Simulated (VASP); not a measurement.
Set up this calculation in VASP 6.6.1, as the native input.

| Property | Result |
| --- | --- |
| Task | single point |
| Functional | LDA |
| Potentials or basis | VASP PAW LDA potentials, release 64 (Si, C, H) |
| Cutoff | 520 eV |
| k mesh | 4 × 4 × 1 |
| Occupations | gaussian, width 0.05 eV |
| Spin | no spin polarisation |
| Dipole correction | yes |
| Further INCAR settings | LREAL = Auto; ALGO = Normal; EDIFF = 1e-06; NBANDS = 64 |

The structure of Si3H2C2 lies in POSCAR:

```
Si3H2C2
1.0
    6.1223116280      0.0000000000      0.0000000000
    0.0000000000      6.1223116280      0.0000000000
    0.0000000000      0.0000000000     18.0336064671
Si C H
12 8 8
Direct
    0.2500000000      0.2500000000      0.2691906584
    0.2500000000      0.7500000000      0.2691906584
    0.7500000000      0.2500000000      0.2691906584
    0.7500000000      0.7500000000      0.2691906584
    0.4971248139      0.5016475587      0.3941508845
    0.4971248139     -0.0016475587      0.3941508845
    0.0028758984      0.5016475059      0.3941509673
    0.0028758984     -0.0016475059      0.3941509673
    0.7500005732      0.7500000000      0.5119170882
    0.7500011466      0.2500000000      0.5124063732
    0.2500000594      0.7500000000      0.5342369198
    0.2500005999      0.2500000000      0.5231465148
    0.7500000000      0.5000000000      0.3292053881
    0.7500000000      0.0000000000      0.3292053881
    0.2500000000      0.5000000000      0.3292053881
    0.2500000000      0.0000000000      0.3292053881
    0.0072311148      0.7500000000      0.4541148222
    0.0047153981      0.2500000000      0.4520414558
    0.4927702296      0.7500000000      0.4541150085
    0.4952867405      0.2500000000      0.4520417878
    0.1018236707      0.2500000000      0.2043633518
    0.3981348503      0.2500000000      0.2043580857
    0.3981348503      0.7500000000      0.2043580857
    0.1018236707      0.7500000000      0.2043633518
    0.6018651497      0.2500000000      0.2043580857
    0.8981763293      0.2500000000      0.2043633518
    0.8981763293      0.7500000000      0.2043633518
    0.6018651497      0.7500000000      0.2043580857
```

One way to write it, as run:

INCAR

```
PREC = Accurate ; ENCUT = 520
EDIFF = 1E-6 ; ISMEAR = 0
SIGMA = 0.05 ; LREAL = Auto
LASPH = T ; NELM = 80
ALGO = Normal ; ISIF = 2
LWAVE = F ; LCHARG = T
LDIPOL = T ; IDIPOL = 3
DIPOL = 0.5 0.5 0.339 ; LELF = T
LVHAR = T ; LVACPOTAV = T
NBANDS = 64
```

KPOINTS

```
regular mesh
0
Gamma
  4 4 1
```

Potentials or basis: VASP PAW LDA potentials, release 64 (Si, C, H).

The run is started by

```sh
$ cat potpaw_LDA.64/Si/POTCAR potpaw_LDA.64/C/POTCAR potpaw_LDA.64/H/POTCAR > POTCAR
$ mpirun -np 1 vasp_std > vasp.out
```

Results of the run:

The largest force is 2.257 eV/Å and the band gap on the k mesh is zero (bands 44 and 45 overlap by 1.42 eV).

Run time: 9 min on 1 thread of Intel(R) Xeon(R) 6975P-C (Granite Rapids), on a shared host, peak memory 0.64 GiB.
